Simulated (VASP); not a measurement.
BiN:

```
CELL_PARAMETERS angstrom
0.00000 2.76383 2.76383
2.76383 0.00000 2.76383
2.76383 2.76383 0.00000
ATOMIC_POSITIONS crystal
N 0.00000 0.00000 0.00000
Bi 0.50000 0.50000 0.50000
```

* Program: VASP 6.6.1
* Task: relaxation of cell and atoms
* Functional: PBE
* Potentials or basis: VASP PAW PBE potentials, release 64 (N, Bi_d)
* Cutoff: 600 eV
* k mesh: 8 × 8 × 8
* Occupations: methfessel-paxton, width 0.0248 eV
* Spin: no spin polarisation

At the start: pressure -16.2 GPa; volume 21.11 Å³/atom.

Q: How do energy, volume and symmetry change on relaxing?

A: Over 3 steps the energy falls by 252.5 meV/atom and the volume is 17.08 Å³/atom (-19.1 %); space group Fm-3m (No. 225, to 0.1 Å) before and after.

Step by step:
```csv
step,energy change (eV),largest force (eV/Å),pressure (GPa),volume (Å³)
1,0.0000,0.0000,-16.24,42.22
2,-0.3189,0.0000,18.12,30.45
3,-0.5050,0.0000,-0.24,34.16
```

Final structure:
```xyz
2
Lattice="0.0000 2.5753 2.5753 2.5753 0.0000 2.5753 2.5753 2.5753 0.0000" Properties=species:S:1:pos:R:3 pbc="T T T"
N     0.0000    0.0000    0.0000
Bi    2.5753    2.5753    2.5753
```

Caveat: the volume moved by over 15 % at a fixed basis, so the end points are rough.
